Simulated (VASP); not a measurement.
# CuO in VASP: a series of runs, part 2 of 2

VASP 6.6.1.

**4. Single point, PBE, collinear spin, ferromagnetic start**

INCAR reads:

```
SYSTEM = CuO
PREC     = Accurate       ! precision mode
ENCUT    = 600            ! plane-wave cutoff, eV
EDIFF    = 1E-6           ! SCF threshold, eV
ISMEAR   = 0              ! smearing method
SIGMA    = 0.1            ! smearing width, eV
LREAL    = .FALSE.        ! projectors in reciprocal space
LASPH    = .TRUE.         ! aspherical terms in the spheres
NELM     = 200            ! most SCF steps
ALGO     = Normal         ! electronic algorithm
ISIF     = 2              ! what is computed and relaxed
LWAVE    = .FALSE.        ! write WAVECAR
LCHARG   = .TRUE.         ! write CHGCAR
ISPIN    = 2              ! spin polarisation
MAGMOM   = 0.46 0.25      ! initial moments
LORBIT   = 11             ! projections on sites
LMAXMIX  = 4              ! l up to which the mixer works
GGA      = PE             ! functional
LELF     = .TRUE.         ! ELF
LVHAR    = .TRUE.       
NBANDS   = 20             ! bands
GGA_COMPAT= .FALSE.
```

KPOINTS reads:

```
regular mesh
0
G
  4 4 4
  0 0 0
```

POSCAR reads:

```
CuO
1.0
    0.0000000000      2.1165600000      2.1165600000
    2.1165600000      0.0000000000      2.1165600000
    2.1165600000      2.1165600000      0.0000000000
Cu O
1 1
Direct
    0.0000000000      0.0000000000      0.0000000000
    0.5000000000      0.5000000000      0.5000000000
```

Potentials or basis: VASP PAW PBE potentials, release 64 (Cu, O).

Run with:

```sh
$ cat potpaw_PBE.64/Cu/POTCAR potpaw_PBE.64/O/POTCAR > POTCAR
$ mpirun -np 1 vasp_std > vasp.out
```

OUTCAR:

```text
SYSTEM = CuO
   PREC = Accurate
   ENCUT = 600
   EDIFF = 1E-6
   ISMEAR = 0
   LREAL = .FALSE.
   LASPH = .TRUE.
   NELM = 200
   ISIF = 2
   ISPIN = 2
   LORBIT = 11
   GGA = PE

 ion  position               nearest neighbor table
   1  0.000  0.000  0.000-   2 2.12   2 2.12   2 2.12   2 2.12   2 2.12   2 2.12
   2  0.500  0.500  0.500-   1 2.12   1 2.12   1 2.12   1 2.12   1 2.12   1 2.12

  LATTYP: Found a face centered cubic cell.
 ALAT       =     4.2331200000

  Lattice vectors:

 A1 = (   0.0000000000,   2.1165600000,   2.1165600000)
 A2 = (   2.1165600000,   0.0000000000,   2.1165600000)
 A3 = (   2.1165600000,   2.1165600000,   0.0000000000)

Analysis of symmetry for initial positions (statically):
=====================================================================
 Subroutine PRICEL returns:
 Original cell was already a primitive cell.

 Routine SETGRP: Setting up the symmetry group for a
 face centered cubic supercell.

 Subroutine GETGRP returns: Found 48 space group operations
 (whereof 48 operations were pure point group operations)
 out of a pool of 48 trial point group operations.

The static configuration has the point symmetry O_h .

Analysis of symmetry for dynamics (positions and initial velocities):
=====================================================================
 Subroutine PRICEL returns:
 Original cell was already a primitive cell.

 Routine SETGRP: Setting up the symmetry group for a
 face centered cubic supercell.

 Subroutine GETGRP returns: Found 48 space group operations
 (whereof 48 operations were pure point group operations)
 out of a pool of 48 trial point group operations.

The dynamic configuration has the point symmetry O_h .

Analysis of structural, dynamic, and magnetic symmetry:
=====================================================================
 Subroutine PRICEL returns:
 Original cell was already a primitive cell.

 Routine SETGRP: Setting up the symmetry group for a
 face centered cubic supercell.

[... 129 lines left out ...]
  ext. energy  EPLUGINS =         0.00000000
  ---------------------------------------------------
  free energy    TOTEN  =        -9.52292978 eV

  energy without entropy =       -9.51201613  energy(sigma->0) =       -9.51747296

 E-fermi :   5.9943     XC(G=0): -12.4243

 val. band max:        5.9616934732   @ k =   0.5000   0.2500   0.0000
 cond. band min:       6.1710823773   @ k =   0.2500   0.0000   0.0000
 fundamental gap:      0.2093889041
 Fermi energy:         5.9943208759

 spin component 1

 k-point     1 :       0.0000    0.0000    0.0000
  band No.  band energies     occupation
      1     -13.4706      1.00000
      2       3.7027      1.00000
      3       3.7027      1.00000
      4       3.7027      1.00000
      5       3.7174      1.00000
      6       3.7174      1.00000
[... 160 lines left out ...]
      6       4.3763      1.00000
[... 12 lines left out ...]
     19      41.5229      0.00000
     20      41.5229      0.00000
 Fermi energy:         5.9943208759

 spin component 2

 k-point     1 :       0.0000    0.0000    0.0000
  band No.  band energies     occupation
      1     -13.2577      1.00000
      2       3.8516      1.00000
      3       3.8516      1.00000
      4       3.8516      1.00000
      5       3.9567      1.00000
      6       3.9567      1.00000
[... 173 lines left out ...]
     19      41.5370      0.00000
     20      41.5370      0.00000

------------------------ aborting loop because EDIFF is reached ----------------------------------------

  FORCE on cell =-STRESS in cart. coord.  units (eV):
  Direction    XX          YY          ZZ          XY          YZ          ZX
  --------------------------------------------------------------------------------------
  -------------------------------------------------------------------------------------
  Total        0.2927159      0.2927159      0.2927159     -0.0000000     -0.0000000      0.0000000
  in kB       24.7306256     24.7306256     24.7306256     -0.0000000     -0.0000000      0.0000000
  external PRESSURE =      24.7306256 kB  Pullay stress =       0.0000000 kB

 VOLUME and BASIS-vectors are now :
 -----------------------------------------------------------------------------
  energy-cutoff  :      600.00
  volume of cell :       18.96
      direct lattice vectors                 reciprocal lattice vectors
     0.000000000  2.116560000  2.116560000    -0.236232377  0.236232377  0.236232377
     2.116560000  0.000000000  2.116560000     0.236232377 -0.236232377  0.236232377
     2.116560000  2.116560000  0.000000000     0.236232377  0.236232377 -0.236232377

 POSITION                                       TOTAL-FORCE (eV/Angst)
 -----------------------------------------------------------------------------------
      0.00000      0.00000      0.00000         0.000000      0.000000      0.000000
      2.11656      2.11656      2.11656        -0.000000     -0.000000     -0.000000
 -----------------------------------------------------------------------------------
    total drift:                                0.000000     -0.000000     -0.000000

  FREE ENERGIE OF THE ION-ELECTRON SYSTEM (eV)
  ---------------------------------------------------
  free  energy   TOTEN  =        -9.5229297847 eV

  energy  without entropy=       -9.5120161330  energy(sigma->0) =       -9.51747296

 total charge

# of ion       s       p       d       tot
------------------------------------------
    1        0.309   0.324   9.155   9.788
    2        1.577   3.348   0.000   4.924
--------------------------------------------------
tot          1.885   3.672   9.155  14.713

 magnetization (x)

# of ion       s       p       d       tot
------------------------------------------
    1       -0.004   0.002   0.222   0.219
    2        0.001   0.137   0.000   0.138
--------------------------------------------------
tot         -0.003   0.139   0.222   0.357
```

stdout:

```text
POSCAR found type information on POSCAR CuO
 POSCAR found :  2 types and       2 ions
 scaLAPACK will be used
 LDA part: xc-table for (Slater+PW92), standard interpolation
 POSCAR, INCAR and KPOINTS ok, starting setup
 FFT: planning ... GRIDC
 FFT: planning ... GRID_SOFT
 FFT: planning ... GRID
 WAVECAR not read
 entering main loop
```

It took 32 s on 1 thread of Intel Xeon 8259CL, shared host; peak memory 0.12 GiB.

Results:

* Free energy: -9.5229 eV
* Pressure: 2.5 GPa
* Net moment: 0.37 μB per cell
* Site moments: Cu +0.22; O +0.14 μB
* Valence electrons inside the program's atomic spheres: Cu 9.79; O 4.92

Levels at points of the mesh, in eV from the Fermi level:
Spin up:
| k point | band 7 | band 8 | band 9 | band 10 | band 11 | band 12 |
| --- | --- | --- | --- | --- | --- | --- |
| (0.00, 0.00, 0.00) | -2.28 | -2.14 | -2.14 | 1.61 | 18.43 | 18.89 |
| (0.50, 0.00, 0.00) | -1.24 | 0.79 | 0.79 | 5.95 | 9.74 | 13.98 |
| (0.50, 0.50, 0.00) | -1.47 | -1.47 | -1.42 | 5.85 | 10.75 | 12.30 |
Spin down:
```csv
k point,band 5,band 6,band 7,band 8,band 9,band 10,band 11,band 12,band 13,band 14
"(0.00, 0.00, 0.00)",-2.04,-2.04,-2.04,-1.76,-1.76,1.69,18.37,18.92,18.92,18.92
"(0.50, 0.00, 0.00)",-1.50,-1.50,-1.08,1.15,1.15,5.97,9.91,14.01,14.01,20.83
"(0.50, 0.50, 0.00)",-2.86,-1.46,-1.32,-1.32,-1.02,5.90,10.89,12.32,16.46,16.46
```

Caveat: the k points lie up to 0.64 Å⁻¹ apart; a moment this small can come from the mesh or the smearing; semilocal functionals often make such compounds metallic where correlation or magnetic order opens a gap, which also shifts bond lengths. With open d or f shells a metallic result of PBE can be an artefact of self-interaction; +U or a hybrid may open a gap.

**5. Single point, BLYP, collinear spin, ferromagnetic start**

This run uses another cell than the first one, of 9.23 Å³/atom.

INCAR reads:

```
AGGAC = 1.0 ; AGGAX = 1.0
ALDAC = 0.0 ; ALDAX = 1.0
ALGO = Normal ; EDIFF = 1E-6
ENCUT = 600 ; GGA = B5
GGA_COMPAT = F ; ISIF = 2
ISMEAR = 0 ; ISPIN = 2
LASPH = T ; LCHARG = F
LMAXMIX = 4 ; LORBIT = 11
LREAL = F ; LWAVE = F
MAGMOM = 0.46 0.25 ; NBANDS = 20
NELM = 200 ; PREC = Accurate
SIGMA = 0.1
```

KPOINTS reads:

```
k-points
0
Gamma
  2 2 2
```

POSCAR reads:

```
CuO
1.0
    0.0031107188      2.0753459599      2.0732878223
    2.1011749102     -0.0258712304      2.1022697714
    2.0948161967      2.0979691956     -0.0195125169
Cu O
1 1
Direct
    0.0000000000      0.0000000000      0.0000000000
    0.5000000000      0.5000000000      0.5000000000
```

Potentials or basis: VASP PAW PBE potentials, release 64 (Cu, O).

Run with:

```sh
$ cat potpaw_PBE.64/Cu/POTCAR potpaw_PBE.64/O/POTCAR > POTCAR
$ mpirun -np 1 vasp_std > vasp.out
```

OUTCAR:

```text
EDIFF = 1E-6
   ENCUT = 600
   GGA = B5
   ISIF = 2
   ISMEAR = 0
   ISPIN = 2
   LASPH = T
   LORBIT = 11
   LREAL = F
   NELM = 200
   PREC = Accurate

 ion  position               nearest neighbor table
   1  0.000  0.000  0.000-   2 2.10   2 2.10   2 2.10   2 2.10   2 2.10   2 2.10
   2  0.500  0.500  0.500-   1 2.10   1 2.10   1 2.10   1 2.10   1 2.10   1 2.10

  LATTYP: Found a triclinic cell.
 ALAT       =     5.1001663015
[... 571 lines left out ...]
  in kB      175.8661350    174.6305433    175.8575302      1.4303460     19.7231389     -3.8900656
  external PRESSURE =     175.4514028 kB  Pullay stress =       0.0000000 kB

 VOLUME and BASIS-vectors are now :
 -----------------------------------------------------------------------------
  energy-cutoff  :      600.00
  volume of cell :       18.46
      direct lattice vectors                 reciprocal lattice vectors
     0.003110719  2.075345960  2.073287822    -0.238858898  0.240747867  0.241697223
     2.101174910 -0.025871230  2.102269771     0.237786295 -0.235242167  0.235118920
     2.094816197  2.097969196 -0.019512517     0.239215463  0.235598732 -0.236191523

 POSITION                                       TOTAL-FORCE (eV/Angst)
 -----------------------------------------------------------------------------------
      0.00000      0.00000      0.00000         0.000000     -0.000000      0.000000
      2.09955      2.07372      2.07802        -0.000000      0.000000     -0.000000
 -----------------------------------------------------------------------------------
    total drift:                                0.000000     -0.000000     -0.000000

  FREE ENERGIE OF THE ION-ELECTRON SYSTEM (eV)
  ---------------------------------------------------
  free  energy   TOTEN  =        -8.2740089048 eV

  energy  without entropy=       -8.2740089048  energy(sigma->0) =       -8.27400890

 total charge

# of ion       s       p       d       tot
------------------------------------------
    1        0.253   0.338   9.242   9.833
    2        1.527   3.475   0.000   5.002
--------------------------------------------------
tot          1.780   3.813   9.242  14.835

 magnetization (x)

# of ion       s       p       d       tot
------------------------------------------
    1       -0.009  -0.013   0.552   0.529
    2        0.008   0.438   0.000   0.447
--------------------------------------------------
tot         -0.001   0.425   0.552   0.976
```

Run time: 48 s. Hardware: 1 thread of Intel Xeon 8259CL, shared host; peak memory 0.12 GiB.

Results:

```yaml
Free_energy: -8.2740 eV
Pressure: 17.5 GPa
Band_gap_on_the_k_mesh: zero (filled and empty bands overlap)
Net_moment: 1.00 μB per cell
Site_moments: Cu +0.53; O +0.45 μB
Valence_electrons_inside_the_program's_atomic_spheres: Cu 9.83; O 5.00
```

Levels at points of the mesh, in eV from the Fermi level:
Spin up:
| k point | band 7 | band 8 | band 9 | band 10 | band 11 | band 12 |
| --- | --- | --- | --- | --- | --- | --- |
| (0.00, 0.00, 0.00) | -3.65 | -3.61 | -3.53 | 0.70 | 17.75 | 17.90 |
| (0.50, 0.00, 0.00) | -2.57 | -0.55 | -0.52 | 4.98 | 8.91 | 12.67 |
| (0.00, 0.50, 0.00) | -2.62 | -0.57 | -0.54 | 5.17 | 8.62 | 13.09 |
| (0.50, 0.50, 0.00) | -2.89 | -2.85 | -2.85 | 4.71 | 9.91 | 11.56 |
| (0.00, 0.00, 0.50) | -2.61 | -0.57 | -0.53 | 5.13 | 8.68 | 12.98 |
| (0.50, 0.00, 0.50) | -2.89 | -2.85 | -2.85 | 4.71 | 9.89 | 11.58 |
| (0.00, 0.50, 0.50) | -2.89 | -2.85 | -2.85 | 4.69 | 9.93 | 11.57 |
| (0.50, 0.50, 0.50) | -2.57 | -0.55 | -0.53 | 5.00 | 8.88 | 12.69 |
Spin down:
```
           k point  band 6  band 7  band 8  band 9  band 10  band 11
(0.00, 0.00, 0.00)   -2.81   -2.72   -2.72   -2.72     0.99    17.84
(0.50, 0.00, 0.00)   -2.63   -2.15    0.49    0.51     5.10     9.46
(0.00, 0.50, 0.00)   -2.65   -2.21    0.45    0.49     5.29     9.18
(0.50, 0.50, 0.00)   -2.49   -2.49   -2.39   -1.86     4.79    10.40
(0.00, 0.00, 0.50)   -2.64   -2.20    0.46    0.50     5.25     9.24
(0.50, 0.00, 0.50)   -2.49   -2.49   -2.39   -1.87     4.79    10.39
(0.00, 0.50, 0.50)   -2.49   -2.49   -2.39   -1.86     4.78    10.42
(0.50, 0.50, 0.50)   -2.63   -2.16    0.48    0.51     5.12     9.43
```

Caveat: the k points lie up to 1.31 Å⁻¹ apart, too coarse for converged energies and pressures of a metal; the PAW data sets were made with another functional, which shifts forces and pressure a little; a cell with one magnetic atom can't hold antiferromagnetic order, which such compounds often take; semilocal functionals often make such compounds metallic where correlation or magnetic order opens a gap, which also shifts bond lengths. With open d or f shells a metallic result of BLYP can be an artefact of self-interaction; +U or a hybrid may open a gap.

**6. Single point, BLYP, collinear spin, ferromagnetic start**

INCAR reads:

```
PREC = Accurate
ENCUT = 600
EDIFF = 1E-6
ISMEAR = 0
SIGMA = 0.1
LREAL = F
LASPH = T
NELM = 200
ALGO = Normal
ISIF = 2
LWAVE = F
LCHARG = T
ISPIN = 2
MAGMOM = 0.68 0.42
LORBIT = 11
NUPDOWN = 1.0
LMAXMIX = 4
GGA = B5
ALDAX = 1.0
AGGAX = 1.0
AGGAC = 1.0
ALDAC = 0.0
LELF = T
LVHAR = T
NBANDS = 20
GGA_COMPAT = F
```

KPOINTS reads:

```
regular mesh
0
Gamma
  6 6 6
```

POSCAR reads:

```
CuO
1.0
    0.0000000000      2.1165600000      2.1165600000
    2.1165600000      0.0000000000      2.1165600000
    2.1165600000      2.1165600000      0.0000000000
Cu O
1 1
Direct
    0.0000000000      0.0000000000      0.0000000000
    0.5000000000      0.5000000000      0.5000000000
```

Potentials or basis: VASP PAW PBE potentials, release 64 (Cu, O).

Run with:

```sh
$ cat potpaw_PBE.64/Cu/POTCAR potpaw_PBE.64/O/POTCAR > POTCAR
$ mpirun -np 1 vasp_std > vasp.out
```

Wall time 71 s (1 thread of Intel Xeon 8259CL, shared host); peak memory 0.12 GiB.

Results (log left out):

* Free energy: -8.6139 eV
* Pressure: 11.5 GPa
* Net moment: 1.00 μB per cell
* Site moments: Cu +0.60; O +0.36 μB
* Valence electrons inside the program's atomic spheres: Cu 9.79; O 4.96

Caveat: the k points lie up to 0.43 Å⁻¹ apart; the PAW data sets were made with another functional, which shifts forces and pressure a little; the total moment is fixed, so each spin has its own Fermi level and the state may be an excited one; a cell with one magnetic atom can't hold antiferromagnetic order, which such compounds often take.

**7. Overview**

| level | fixed moment (μB) | cell | k mesh | gap on the mesh (eV) | pressure (GPa) | moment (μB) |
| --- | --- | --- | --- | --- | --- | --- |
| RPBE | - | a = 2.993 Å, angles 60.0°, 2 atoms | 2 × 2 × 2 | none | 10.5 | 1.00 |
| PBE | - | a = 2.993 Å, angles 60.0°, 2 atoms | 2 × 2 × 2 | none | 4.4 | 1.00 |
| PBE | - | a = 2.993 Å, angles 60.0°, 2 atoms | 4 × 4 × 4 | none | 2.5 | 0.37 |
| BLYP | - | a = 2.934, b = 2.972, c = 2.965 Å, angles 60.7, 60.2, 60.4°, 2 atoms | 2 × 2 × 2 | none | 17.5 | 1.00 |
| BLYP | 1.0 | a = 2.993 Å, angles 60.0°, 2 atoms | 6 × 6 × 6 | - | 11.5 | 1.00 |

Alike in all rows: task single point; potentials or basis VASP PAW PBE potentials, release 64 (Cu, O); spin collinear, ferromagnetic start; cutoff (eV) 600; smearing gaussian 0.1 eV.

Caveats: all runs use coarse meshes; a cell with one magnetic atom can't hold antiferromagnetic order, which such compounds often take (at least some runs); semilocal functionals often make such compounds metallic where correlation or magnetic order opens a gap, which also shifts bond lengths (at least some runs); the PAW data sets were made with another functional, which shifts forces and pressure a little (at least some runs); a moment this small can come from the mesh or the smearing (at least some runs); the total moment is fixed, so each spin has its own Fermi level and the state may be an excited one (at least some runs).

Total energies depend on the potentials used, so only differences within one code and one set of settings carry meaning.

The gap in the log of VASP goes by the Fermi energy; the results here count the filled bands.